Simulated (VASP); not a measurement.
# TiO2 (P4_2/nmc) in VASP: single point with r2SCAN

Aim: the single point of TiO2 with r2SCAN.

All numbers are computed with VASP 6.6.1; they aren't measurements. Logs are shortened: lines on timing, memory, paths and dates and some standing lists are left out, and cuts for length are marked.

## 1. The cell of the first run

It takes space group P4_2/nmc (No. 137, tetragonal). Conventional cell: a = 3.367 Å, b = 3.367 Å, c = 5.202 Å, α = 90.00°, β = 90.00°, γ = 90.00°. Within 2.5 Å of Ti (site symmetry -4m2) lie 8 O at 1.88 to 2.43 Å. Within 2.7 Å of O (site symmetry 2mm) lie 4 Ti at 1.88 to 2.43 Å and 6 O at 2.55 to 2.60 Å.

## 2. Single point, r2SCAN

Contents of POSCAR:

```
TiO2
1.0
    3.3668830835      0.0000000000      0.0000000000
    0.0000000000      3.3668830835      0.0000000000
    0.0000000000      0.0000000000      5.2015368334
Ti O
2 4
Direct
    0.0000000000      0.0000000000      0.0000000000
    0.5000000000      0.5000000000      0.5000000000
    0.0000000000      0.5000000000      0.3371089326
    0.0000000000      0.5000000000      0.8371089326
    0.5000000000      0.0000000000      0.6628910674
    0.5000000000      0.0000000000      0.1628910674
```

Contents of INCAR.step1:

```
ALGO     = Normal         # electronic algorithm
EDIFF    = 1E-4           # SCF threshold, eV
ENCUT    = 520            # plane-wave cutoff, eV
GGA      = PE             # functional
ISMEAR   = 0              # smearing method
LASPH    = T              # aspherical terms in the spheres
LCHARG   = F              # write CHGCAR
LREAL    = F              # projectors in reciprocal space
LWAVE    = T              # write WAVECAR
NBANDS   = 33             # bands
NELM     = 100            # most SCF steps
PREC     = Accurate       # precision mode
SIGMA    = 0.02           # smearing width, eV
```

Contents of INCAR.step2:

```
ALGO     = Normal         # electronic algorithm
EDIFF    = 1E-6           # SCF threshold, eV
ENCUT    = 520            # plane-wave cutoff, eV
ISIF     = 2              # what is computed and relaxed
ISMEAR   = 0              # smearing method
ISTART   = 1            
LASPH    = T              # aspherical terms in the spheres
LCHARG   = F              # write CHGCAR
LMIXTAU  = T            
LREAL    = F              # projectors in reciprocal space
LWAVE    = F              # write WAVECAR
METAGGA  = R2SCAN         # meta-GGA
NBANDS   = 33             # bands
NELM     = 100            # most SCF steps
PREC     = Accurate       # precision mode
SIGMA    = 0.02           # smearing width, eV
```

Contents of KPOINTS:

```
k-points
0
Gamma
  8 8 6
```

Potentials or basis: VASP PAW PBE potentials, release 64 (Ti_sv, O).

Launch:

```bash
$ cat potpaw_PBE.64/Ti_sv/POTCAR potpaw_PBE.64/O/POTCAR > POTCAR
$ cp INCAR.step1 INCAR
$ mpirun -np 1 vasp_std > vasp.out
$ cp INCAR.step2 INCAR
$ mpirun -np 1 vasp_std > vasp.out
```

OUTCAR:

```text
EDIFF = 1E-6
   ENCUT = 520
   ISIF = 2
   ISMEAR = 0
   ISTART = 1
   LASPH = T
   LREAL = F
   METAGGA = R2SCAN
   NELM = 100
   PREC = Accurate

 ion  position               nearest neighbor table
   1  0.000  0.000  0.000-   4 1.88   6 1.88   4 1.88   6 1.88   3 2.43   5 2.43   5 2.43   3 2.43

   2  0.500  0.500  0.500-   3 1.88   5 1.88   5 1.88   3 1.88   4 2.43   6 2.43   6 2.43   4 2.43

   3  0.000  0.500  0.337-   2 1.88   2 1.88   1 2.43   1 2.43
   4  0.000  0.500  0.837-   1 1.88   1 1.88   2 2.43   2 2.43
   5  0.500  0.000  0.663-   2 1.88   2 1.88   1 2.43   1 2.43
   6  0.500  0.000  0.163-   1 1.88   1 1.88   2 2.43   2 2.43

  LATTYP: Found a simple tetragonal cell.
 ALAT       =     3.3668830835
 C/A-ratio  =     1.5449116303

  Lattice vectors:

 A1 = (   3.3668830835,   0.0000000000,   0.0000000000)
 A2 = (   0.0000000000,   3.3668830835,   0.0000000000)
 A3 = (   0.0000000000,   0.0000000000,   5.2015368334)

Analysis of symmetry for initial positions (statically):
=====================================================================
 Subroutine PRICEL returns:
 Original cell was already a primitive cell.

 Routine SETGRP: Setting up the symmetry group for a
 simple tetragonal supercell.

 Subroutine GETGRP returns: Found 16 space group operations
 (whereof  8 operations were pure point group operations)
 out of a pool of 16 trial point group operations.

The static configuration has the point symmetry D_2d.
 The point group associated with its full space group is D_4h.

Analysis of symmetry for dynamics (positions and initial velocities):
=====================================================================
 Subroutine PRICEL returns:
 Original cell was already a primitive cell.

 Routine SETGRP: Setting up the symmetry group for a
 simple tetragonal supercell.

 Subroutine GETGRP returns: Found 16 space group operations
 (whereof  8 operations were pure point group operations)
 out of a pool of 16 trial point group operations.

The dynamic configuration has the point symmetry D_2d.
 The point group associated with its full space group is D_4h.

 Subroutine INISYM returns: Found 16 space group operations
 (whereof  8 operations are pure point group operations),
 and found     1 'primitive' translations

----------------------------------------------------------------------------------------

                                     Primitive cell

  volume of cell :      58.9641

  direct lattice vectors                    reciprocal lattice vectors
     3.366883083  0.000000000  0.000000000     0.297010610  0.000000000  0.000000000
     0.000000000  3.366883083  0.000000000     0.000000000  0.297010610  0.000000000
     0.000000000  0.000000000  5.201536833     0.000000000  0.000000000  0.192250874

  length of vectors
     3.366883083  3.366883083  5.201536833     0.297010610  0.297010610  0.192250874

  position of ions in fractional coordinates (direct lattice)
     0.000000000  0.000000000  0.000000000
     0.500000000  0.500000000  0.500000000
     0.000000000  0.500000000  0.337108933
     0.000000000  0.500000000  0.837108933
     0.500000000  0.000000000  0.662891067
     0.500000000  0.000000000  0.162891067

  ion indices of the primitive-cell ions
   primitive index   ion index
                 1           1
                 2           2
                 3           3
                 4           4
                 5           5
                 6           6

----------------------------------------------------------------------------------------

 KPOINTS: k-points

Automatic generation of k-mesh.
 Grid dimensions read from file:
 generate k-points for:    8    8    6

 Generating k-lattice:

  Cartesian coordinates                     Fractional coordinates (reciprocal lattice)
     0.037126326  0.000000000  0.000000000     0.125000000  0.000000000  0.000000000
     0.000000000  0.037126326  0.000000000     0.000000000  0.125000000  0.000000000
     0.000000000  0.000000000  0.032041812     0.000000000  0.000000000  0.166666667

  Length of vectors
     0.037126326  0.037126326  0.032041812

  Shift w.r.t. Gamma in fractional coordinates (k-lattice)
     0.000000000  0.000000000  0.000000000

 Subroutine IBZKPT returns following result:
 ===========================================

 Found     60 irreducible k-points:

 Following reciprocal coordinates:
            Coordinates               Weight
  0.000000  0.000000  0.000000      1.000000
  0.125000  0.000000  0.000000      4.000000
  0.250000  0.000000  0.000000      4.000000
  0.375000  0.000000  0.000000      4.000000
  0.500000  0.000000  0.000000      2.000000
  0.125000  0.125000  0.000000      4.000000
[... 16 lines left out ...]
  0.375000  0.125000  0.166667     16.000000
  0.500000  0.125000  0.166667      8.000000
 [... further k-points ...]
   k-points           NKPTS =     60   k-points in BZ     NKDIM =     60   number of bands    NBANDS=     33
   number of dos      NEDOS =    301   number of ions     NIONS =      6
   total plane-waves  NPLWV =  31360
   dimension x,y,z NGX =    28 NGY =   28 NGZ =   40
   dimension x,y,z NGXF=    56 NGYF=   56 NGZF=   80
   ions per type =               2   4
   NGX,Y,Z   is equivalent  to a cutoff of  13.83, 13.83, 12.78 a.u.
   NGXF,Y,Z  is equivalent  to a cutoff of  27.65, 27.65, 25.57 a.u.
 SYSTEM =  unknown system
   PREC   = accura    normal or accurate (medium, high low for compatibility)
   ISTART =      1    job   : 0-new  1-cont  2-samecut
   ICHARG =      0    charge: 1-file 2-atom 10-const
   ISPIN  =      1    spin polarized calculation?
   LNONCOLLINEAR =      F non collinear calculations
   LSORBIT =      F    spin-orbit coupling
   LASPH  =      T    aspherical Exc in radial PAW
   ENCUT  =  520.0 eV  38.22 Ry    6.18 a.u.   6.26  6.26  9.67*2*pi/ulx,y,z
   NELM   =    100;   NELMIN=  2; NELMDL=  0     # of ELM steps
   EDIFF  = 0.1E-05   stopping-criterion for ELM
   LREAL  =      F    real-space projection
   EDIFFG = 0.1E-04   stopping-criterion for IOM
   NSW    =      0    number of steps for IOM
   IBRION =     -1    ionic relax: 0-MD 1-quasi-New 2-CG
   NFREE  =      0    steps in history (QN), initial steepest desc. (CG)
   ISIF   =      2    stress and relaxation
   ISYM   =      2    0-nonsym 1-usesym 2-fastsym
   POTIM  = 0.5000    time-step for ionic-motion
   TEBEG  =    0.0;   TEEND  =   0.0 temperature during run
   PSTRESS=    0.0 pullay stress
   NELECT =      48.0000    total number of electrons
   NUPDOWN=      -1.0000    fix difference up-down
   EMIN   =  10.00;   EMAX   =-10.00  energy-range for DOS
   EFERMI =   0.00;   METHOD = LEGACY
   ISMEAR =     0;   SIGMA  =   0.02  broadening in eV -4-tet -1-fermi 0-gaus
   EFERMI_NEDOS =   21; number of points for ismear=-14 and -15
   IALGO  =     38    algorithm
   IMIX   =      4    mixing-type and parameters
     AMIX     =   0.40;   BMIX     =  1.00
     AMIX_MAG =   1.60;   BMIX_MAG =  1.00
  volume/ion in A,a.u.               =       9.83        66.32
  Fermi-wavevector in a.u.,A,eV,Ry     =   1.528596  2.888627 31.791442  2.336605
  Thomas-Fermi vector in A             =   2.636333
   LORBIT       =      0    0 simple, 1 ext, 2 COOP (PROOUT), +10 PAW based schemes
   METAGGA = R2SCAN    functional components
   LHFCALC =     F    Hartree Fock is set to
   AEXX    =    0.0000 exact exchange contribution
   IVDW    =     0    specifies the selected vdW correction
   LEPSILON=     F    determine dielectric tensor
   LRPA    =     F    only Hartree local field effects (RPA)
 non-spin polarized calculation
 Gauss-broadening in eV      SIGMA  =   0.02
  energy-cutoff  :      520.00
  volume of cell :       58.96
 maximum number of plane-waves:      1624
 NGX is ok and might be reduce to    28
   NGX = 13   NGY = 13   NGZ = 19

 number of electron      48.0000023 magnetization

 Free energy of the ion-electron system (eV)
  ---------------------------------------------------
  ext. energy  EPLUGINS =         0.00000000
  ---------------------------------------------------
  free energy    TOTEN  =       -69.09468360 eV

  energy without entropy =      -69.09468360  energy(sigma->0) =      -69.09468360

 E-fermi :   5.2729     XC(G=0): -12.5758

 val. band max:        5.0500198138   @ k =   0.0000   0.0000   0.5000
 cond. band min:       7.9998708174   @ k =   0.0000   0.0000   0.0000
 fundamental gap:      2.9498510036
 Fermi energy:         5.2729450186

 k-point     1 :       0.0000    0.0000    0.0000
  band No.  band energies     occupation
      1     -53.5999      2.00000
      2     -53.5826      2.00000
      3     -28.9437      2.00000
      4     -28.7666      2.00000
      5     -28.7191      2.00000
      6     -28.7191      2.00000
[... 25 lines left out ...]
     32      11.8489      0.00000
     33      11.8489      0.00000

 k-point     2 :       0.1250    0.0000    0.0000
  band No.  band energies     occupation
      1     -53.5978      2.00000
      2     -53.5818      2.00000
      3     -28.9345      2.00000
      4     -28.7759      2.00000
      5     -28.7418      2.00000
      6     -28.7162      2.00000
[... 25 lines left out ...]
     32      11.5310      0.00000
     33      11.8060      0.00000
[... 754 lines left out ...]
     32      11.1210      0.00000
     33      11.3179      0.00000

 k-point    24 :       0.5000    0.1250    0.1667
  band No.  band energies     occupation
      1     -53.5796      2.00000
      2     -53.5796      2.00000
      3     -28.9189      2.00000
      4     -28.9189      2.00000
      5     -28.8145      2.00000
      6     -28.8145      2.00000
[... 25 lines left out ...]
     32      10.8954      0.00000
     33      11.6412      0.00000

 [... further k-points ...]

------------------------ aborting loop because EDIFF is reached ----------------------------------------

  FORCE on cell =-STRESS in cart. coord.  units (eV):
  Direction    XX          YY          ZZ          XY          YZ          ZX
  --------------------------------------------------------------------------------------
  -------------------------------------------------------------------------------------
  Total        0.7106958      0.7106958      0.3015134      0.0000000      0.0000000     -0.0000000
  in kB       19.3110796     19.3110796      8.1927459      0.0000000      0.0000000     -0.0000000
  external PRESSURE =      15.6049684 kB  Pullay stress =       0.0000000 kB

 VOLUME and BASIS-vectors are now :
 -----------------------------------------------------------------------------
  energy-cutoff  :      520.00
  volume of cell :       58.96
      direct lattice vectors                 reciprocal lattice vectors
     3.366883083  0.000000000  0.000000000     0.297010610  0.000000000  0.000000000
     0.000000000  3.366883083  0.000000000     0.000000000  0.297010610  0.000000000
     0.000000000  0.000000000  5.201536833     0.000000000  0.000000000  0.192250874

 POSITION                                       TOTAL-FORCE (eV/Angst)
 -----------------------------------------------------------------------------------
      0.00000      0.00000      0.00000         0.000000      0.000000      0.000000
      1.68344      1.68344      2.60077        -0.000000     -0.000000      0.000000
      0.00000      1.68344      1.75348         0.000000      0.000000     -0.093795
      0.00000      1.68344      4.35425         0.000000      0.000000     -0.093795
      1.68344      0.00000      3.44805         0.000000     -0.000000      0.093795
      1.68344      0.00000      0.84728         0.000000      0.000000      0.093795
 -----------------------------------------------------------------------------------
    total drift:                                0.000000      0.000000      0.000000

  FREE ENERGIE OF THE ION-ELECTRON SYSTEM (eV)
  ---------------------------------------------------
  free  energy   TOTEN  =       -69.0946836000 eV

  energy  without entropy=      -69.0946836000  energy(sigma->0) =      -69.09468360
```

Run time: 6.9 min. Hardware: 1 thread of Intel Xeon Platinum 8488C (Sapphire Rapids), shared host; peak memory 0.24 GiB.

What came out:

```yaml
Free_energy: -69.0947 eV
Pressure: 1.6 GPa
Largest_force: 0.094 eV/Å
Band_gap_on_the_k_mesh: 2.95 eV (least direct gap 2.98 eV)
```

Forces in eV/Å, atoms in the order of the input:
```
Ti   0.000  0.000  0.000
Ti   0.000  0.000  0.000
O    0.000  0.000 -0.094
O    0.000  0.000 -0.094
O    0.000  0.000  0.094
O    0.000  0.000  0.094
```

Caveat: the PAW data sets were made with another functional, which shifts forces and pressure a little. A k mesh can miss the band edges.
